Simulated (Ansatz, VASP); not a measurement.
# Two plane-wave programs on InSb3

INCAR

```
SYSTEM = InSb3
PREC = Accurate
ENCUT = 520
EDIFF = 1E-7
ISMEAR = 0
SIGMA = 0.15
LREAL = .FALSE.
LASPH = .TRUE.
NELM = 100
ALGO = Normal
ISIF = 2
LWAVE = .FALSE.
LCHARG = .TRUE.
GGA = PE
LELF = .TRUE.
LVHAR = .TRUE.
NBANDS = 22
```

KPOINTS

```
Automatic mesh
0
G
  10 10 10
  0 0 0
```

The input POSCAR:

```
InSb3
1.0
    5.1002171669      0.0000000000      0.0000000000
    0.0000000000      5.1002171669      0.0000000000
    0.0000000000      0.0000000000      4.5172623448
In Sb
1 3
Direct
    0.0000000000      0.0000000000      0.0000000000
    0.5000000000      0.0000000000      0.5000000000
    0.0000000000      0.5000000000      0.5000000000
    0.5000000000      0.5000000000      0.0000000000
```

Input for Ansatz:

```yaml
crystal:
  lattice:
    - [5.1002171669, 0.0, 0.0]
    - [0.0, 5.1002171669, 0.0]
    - [0.0, 0.0, 4.5172623448]
  atoms:
    - { symbol: In, position: [0.0, 0.0, 0.0] }
    - { symbol: Sb, position: [0.5, 0.0, 0.5] }
    - { symbol: Sb, position: [0.0, 0.5, 0.5] }
    - { symbol: Sb, position: [0.5, 0.5, 0.0] }
basis:
  ecutwfc: 420
kpoints:
  mp_grid: { grid: [10, 10, 10] }
hamiltonian:
  xc: pbe
  pseudopotentials: { kind: paw, azcp: { folder: soft_1 } }
scf:
  occupations: { method: gaussian, width: 0.15 }
output:
  forces: true
  stress: true
  eigenvalues: true
```

Alike in both runs: task single point; functional PBE; k mesh 10 × 10 × 10; occupations gaussian, width 0.15 eV; no spin polarisation.

|  | VASP | Ansatz |
| --- | --- | --- |
| version | VASP 6.6.1 | Ansatz 0.2.0 |
| potentials or method | VASP PAW PBE potentials, release 64 (In_d, Sb), cutoff 520 eV | scalar-relativistic, plane waves, PAW |
| valence electrons in the cell | 28 | 58 |

VASP gave:

```
gap on the k mesh at the Fermi level (eV)                     : none
pressure (GPa)                                                : -2.5
traceless stress, the component that is largest in VASP (GPa) : -0.22
```

Estimate Ansatz's values.

gap on the k mesh at the Fermi level (eV): none; pressure (GPa): -2.4; traceless stress, the component that is largest in VASP (GPa): -0.22.

A gap of «none» marks a metal or a gap that the smearing closes. VASP's potentials hold 28 valence electrons a cell and Ansatz's 58, so a difference there can come from the potentials and not from the codes.

Spin-orbit coupling is off throughout.
